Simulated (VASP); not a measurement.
Set up this calculation in VASP 6.6.1, as the native input.

- Task: single point
- Functional: PBE
- Potentials or basis: VASP PAW PBE potentials, release 64 (Zn, Sb, S)
- Cutoff: 520 eV
- k mesh: 4 × 4 × 4
- Occupations: gaussian, width 0.1 eV
- Spin: no spin polarisation
- Dipole correction: no
- Further INCAR settings: ALGO = Normal; EDIFF = 1e-07; NBANDS = 39

The structure of ZnSb2S6 lies in POSCAR:

```
ZnSb2S6
1.0
    0.0000000000      4.5108699000      4.5108699000
    4.5108699000      0.0000000000      4.5108699000
    4.5108699000      4.5108699000      0.0000000000
Zn Sb S
1 2 6
Direct
    0.0000000000      0.0000000000      0.0000000000
    0.2500000000      0.2500000000      0.2500000000
    0.7500000000      0.7500000000      0.7500000000
    0.7753319700      0.7753319700      0.2246680300
    0.7753319700      0.2246680300      0.7753319700
    0.2246680300      0.7753319700      0.2246680300
    0.2246680300      0.2246680300      0.7753319700
    0.2246680300      0.7753319700      0.7753319700
    0.7753319700      0.2246680300      0.2246680300
```

The input as run:

INCAR

```
SYSTEM = ZnSb2S6
ALGO = Normal
EDIFF = 1E-7
ENCUT = 520
GGA = PE
ISIF = 2
ISMEAR = 0
LASPH = .TRUE.
LCHARG = .FALSE.
LREAL = .FALSE.
LWAVE = .FALSE.
NBANDS = 39
NELM = 60
PREC = Accurate
SIGMA = 0.1
```

KPOINTS

```
k-points
0
G
  4 4 4
  0 0 0
```

Potentials or basis: VASP PAW PBE potentials, release 64 (Zn, Sb, S).

Launch:

```sh
$ cat potpaw_PBE.64/Zn/POTCAR potpaw_PBE.64/Sb/POTCAR potpaw_PBE.64/S/POTCAR > POTCAR
$ mpirun -np 1 vasp_std > vasp.out
```

Results of the run:

```
Pressure               : 13.5 GPa
Largest force          : 5.739 eV/Å
Band gap on the k mesh : zero (band 29 reaches 6.37 eV, above the bottom of band 30 at 5.29 eV)
```

Caveat: spin-orbit coupling is left out, which moves the levels of the heavy elements; forces of over 1 eV/Å act on the atoms, so gaps and moduli don't describe the material at rest.

Wall time 79 s on 1 thread of Intel(R) Xeon(R) 6975P-C (Granite Rapids), on a shared host, peak memory 0.34 GiB.
